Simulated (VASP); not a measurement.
Write the native input for VASP 6.6.1 that does the following.

| Item | Value |
| --- | --- |
| Task | single point |
| Functional | PBEsol |
| Potentials or basis | VASP PAW PBE potentials, release 64 (Si, K_sv, Mg, F) |
| Cutoff | 520 eV |
| k mesh | 1 × 1 × 1, shifted |
| Occupations | fermi-dirac, width 0.05 eV |
| Spin | no spin polarisation |
| Dipole correction | no |
| Further INCAR settings | LREAL = Auto; ALGO = Normal; EDIFF = 1e-06; NBANDS = 149; ISYM = 0 |

The structure of K3Mg4SiF12 (a cell with a defect) lies in POSCAR:

```
K3Mg4SiF12
1.0
    7.9825440000      0.0000000000      0.0000000000
    0.0000000000      7.9825440000      0.0000000000
    0.0000000000      0.0000000000      7.9825440000
Si K Mg F
2 6 8 24
Direct
    0.0107730000      0.0884460000      0.0513550000
    0.4899980000      0.5448460000      0.4708980000
    0.0021720000      0.9959950000      0.5144080000
    0.9933400000      0.5311000000      0.9876320000
    0.9900060000      0.5029950000      0.5039060000
    0.4965680000      0.9873900000      0.9955820000
    0.5021710000      0.9857190000      0.5128990000
    0.5027540000      0.5167270000      0.9781770000
    0.3172160000      0.3059600000      0.2981940000
    0.2457310000      0.2458160000      0.7433240000
    0.2414720000      0.7499110000      0.2430570000
    0.2504560000      0.7472100000      0.7557950000
    0.7326430000      0.2508740000      0.2542130000
    0.7467210000      0.2489810000      0.7409900000
    0.7590340000      0.7542310000      0.2505560000
    0.7462700000      0.7490420000      0.7448440000
    0.1740590000      0.2289210000      0.0007600000
    0.2303150000      0.2265790000      0.5034180000
    0.2605510000      0.7455550000      0.0017340000
    0.2744560000      0.7092530000      0.4967000000
    0.8258220000      0.2288180000      0.0041130000
    0.7391020000      0.2461130000      0.4947880000
    0.7405510000      0.7463100000      0.0042700000
    0.7737590000      0.7756900000      0.4966760000
    0.9943430000      0.1957640000      0.2440270000
    0.9955430000      0.2523110000      0.7293930000
    0.0019020000      0.7651020000      0.2624070000
    0.0035470000      0.7405640000      0.7376540000
    0.5090650000      0.2538540000      0.1608100000
    0.4960160000      0.2438250000      0.7775910000
    0.5010960000      0.7051190000      0.2722150000
    0.4973150000      0.7693570000      0.7691610000
    0.2820320000      0.9929950000      0.2589870000
    0.2508160000      0.9960390000      0.7427730000
    0.1967040000      0.4996570000      0.2205010000
    0.2487690000      0.4926650000      0.7625660000
    0.7184090000      0.0017680000      0.2482970000
    0.7443120000      0.0030610000      0.7486530000
    0.7690200000      0.4944050000      0.2456240000
    0.7582830000      0.4937090000      0.7722510000
```

These files were run (other wordings do the same):

INCAR

```
PREC = Accurate ; ENCUT = 520
EDIFF = 1E-6 ; ISMEAR = -1
SIGMA = 0.05 ; LREAL = Auto
LASPH = T ; NELM = 80
ALGO = Normal ; ISIF = 2
LWAVE = F ; LCHARG = F
GGA = PS ; NBANDS = 149
ISYM = 0
```

KPOINTS

```
Automatic mesh
0
Gamma
  1 1 1
  0.25 0.25 0.25
```

Potentials or basis: VASP PAW PBE potentials, release 64 (Si, K_sv, Mg, F).

Run with:

```sh
$ cat potpaw_PBE.64/Si/POTCAR potpaw_PBE.64/K_sv/POTCAR potpaw_PBE.64/Mg/POTCAR potpaw_PBE.64/F/POTCAR > POTCAR
$ mpirun -np 1 vasp_std > vasp.out
```

It gave:

| Property | Result |
| --- | --- |
| Pressure | 1.6 GPa |
| Largest force | 0.143 eV/Å |
| Band gap on the k mesh | 1.10 eV |

Caveat: the k points lie up to 0.79 Å⁻¹ apart; the PAW data sets were made with another functional, which shifts forces and pressure a little.

It took 8.6 min on 1 thread of AMD EPYC 7R43 64-Core Processor (Zen 3), on a shared host, peak memory 0.56 GiB.
